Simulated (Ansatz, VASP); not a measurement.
## One calculation of GaN, two programs

Contents of INCAR:

```
ALGO = Normal
EDIFF = 1E-7
ENCUT = 520
GGA = PE
ISIF = 2
ISMEAR = 0
LASPH = True
LCHARG = False
LREAL = False
LWAVE = False
NBANDS = 16
NELM = 100
PREC = Accurate
SIGMA = 0.05
```

The input KPOINTS:

```
k-points
0
Gamma
  10 10 10
```

POSCAR

```
GaN
1.0
    0.0000000000      2.3661756379      2.3098381227
    2.3661756379      0.0000000000      2.3098381227
    2.3661756379      2.3661756379      0.0000000000
Ga N
1 1
Direct
    0.0000000000      0.0000000000      0.0000000000
    0.7500000000      0.7500000000      0.7500000000
```

Input for Ansatz:

```yaml
crystal:
  lattice:
    - [0.0, 2.3661756379, 2.3098381227]
    - [2.3661756379, 0.0, 2.3098381227]
    - [2.3661756379, 2.3661756379, 0.0]
  atoms:
    - { symbol: Ga, position: [0.0, 0.0, 0.0] }
    - { symbol: "N", position: [0.75, 0.75, 0.75] }
basis:
  ecutwfc: 420
kpoints:
  mp_grid: { grid: [10, 10, 10] }
hamiltonian:
  xc: pbe
scf:
  occupations: { method: gaussian, width: 0.05 }
output:
  forces: true
  stress: true
  eigenvalues: true
```

Change from the starting cell: strain +0.050 along x and y, +0.025 along z, atoms carried along.

Alike in both runs: task single point; functional PBE; k mesh 10 × 10 × 10; occupations gaussian, width 0.05 eV; no spin polarisation.

|  | VASP | Ansatz |
| --- | --- | --- |
| version | VASP 6.6.1 | Ansatz 0.2.0 |
| potentials or method | VASP PAW PBE potentials, release 64 (Ga_d, N), cutoff 520 eV | scalar-relativistic, plane waves, PAW |
| valence electrons in the cell | 18 | 18 |

|  | VASP | Ansatz | Ansatz less VASP |
| --- | --- | --- | --- |
| gap on the k mesh at the Fermi level (eV) | 0.87 | 0.87 | +0.001 |
| least direct gap on the mesh (eV) | 0.87 | 0.87 | +0.001 |
| pressure (GPa) | -13.0 | -13.2 | -0.19 |
| traceless stress, the component that is largest in VASP (GPa) | 1.91 | 1.92 | +0.007 |

The functional is the same, so the differences come from potentials, cutoffs and numerics.
